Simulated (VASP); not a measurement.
Write the native input for VASP 6.6.1 that does the following.

- Task: single point
- Functional: LDA
- Potentials or basis: VASP PAW LDA potentials, release 64 (In_d, Se)
- Cutoff: 520 eV
- k mesh: 6 × 6 × 6
- Occupations: gaussian, width 0.01 eV
- Spin: no spin polarisation
- Dipole correction: no
- Further INCAR settings: ALGO = Normal; EDIFF = 1e-06; NBANDS = 27

The structure of InSe lies in POSCAR:

```
InSe
1.0
    8.4422483049     -0.0598950906     -0.0358516193
    7.5335156581      3.8106804762     -0.0358516193
    7.5335156581      1.7687166948      3.3755314077
In Se
2 2
Direct
   -0.0005725468     -0.0005725468     -0.0005725468
    0.1119385137      0.1119385137      0.1119385137
    0.6141663080      0.6141663080      0.6141663080
    0.8304677250      0.8304677250      0.8304677250
```

One way to write it, as run:

INCAR

```
PREC = Accurate
ENCUT = 520
EDIFF = 1E-6
ISMEAR = 0
SIGMA = 0.01
LREAL = F
LASPH = T
NELM = 60
ALGO = Normal
ISIF = 2
LWAVE = F
LCHARG = F
NBANDS = 27
```

KPOINTS

```
regular mesh
0
Gamma
  6 6 6
```

Potentials or basis: VASP PAW LDA potentials, release 64 (In_d, Se).

The run is started by

```bash
$ cat potpaw_LDA.64/In_d/POTCAR potpaw_LDA.64/Se/POTCAR > POTCAR
$ mpirun -np 1 vasp_std > vasp.out
```

Results of the run:

```yaml
Pressure: 0.2 GPa
Largest_force: 0.029 eV/Å
Band_gap_on_the_k_mesh: 0.19 eV
```

Caveat: spin-orbit coupling is left out, which moves the levels of the heavy elements.

Wall time 9.5 min on 1 thread of Intel Xeon 8259CL, on a shared host, peak memory 0.44 GiB.
